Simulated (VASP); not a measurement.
Wanted: the native input for a VASP 6.6.1 run.

* Task: single point
* Functional: PBE
* Potentials or basis: VASP PAW PBE potentials, release 64 (Sc_sv, Ge_d)
* Cutoff: 520 eV
* k mesh: 4 × 4 × 4
* Occupations: gaussian, width 0.1 eV
* Spin: no spin polarisation
* Dipole correction: no
* Further INCAR settings: ALGO = Fast; EDIFF = 1e-06; NBANDS = 45

The structure of Sc2Ge lies in POSCAR:

```
Sc2Ge
1.0
   -3.1502403900      3.4914552000      3.1312907000
    3.1502403900     -3.4914552000      3.1312907000
    3.1502403900      3.4914552000     -3.1312907000
Sc Ge
4 2
Direct
    0.8240843400      0.5000000000      0.8240843400
    0.1759156600      0.0000000000      0.6759156600
    0.1759156600      0.5000000000      0.1759156600
    0.8240843400      0.0000000000      0.3240843400
    0.5000000000      0.5000000000      0.0000000000
    0.0000000000      0.5000000000      0.5000000000
```

The cell was built from a structure type or drawn by symmetry, and may not be a known phase.

The input as run:

INCAR

```
PREC     = Accurate       # precision mode
ENCUT    = 520            # plane-wave cutoff, eV
EDIFF    = 1E-6           # SCF threshold, eV
ISMEAR   = 0              # smearing method
SIGMA    = 0.1            # smearing width, eV
LREAL    = False          # projectors in reciprocal space
LASPH    = True           # aspherical terms in the spheres
NELM     = 100            # most SCF steps
ALGO     = Fast           # electronic algorithm
ISIF     = 2              # what is computed and relaxed
LWAVE    = False          # write WAVECAR
LCHARG   = False          # write CHGCAR
GGA      = PE             # functional
NBANDS   = 45             # bands
```

KPOINTS

```
Automatic mesh
0
Gamma
  4 4 4
```

Potentials or basis: VASP PAW PBE potentials, release 64 (Sc_sv, Ge_d).

Command:

```sh
$ cat potpaw_PBE.64/Sc_sv/POTCAR potpaw_PBE.64/Ge_d/POTCAR > POTCAR
$ mpirun -np 1 vasp_std > vasp.out
```

It gave:

* Pressure: 31.7 GPa
* Largest force: 0.510 eV/Å
* Band gap on the k mesh: zero (bands 36 and 37 overlap by 0.23 eV)

Caveat: the cell stands under pressure.

Wall time 3 min on 1 thread of Intel(R) Xeon(R) Platinum 8375C CPU @ 2.90GHz (Ice Lake) (shared host), peak memory 0.3 GiB.
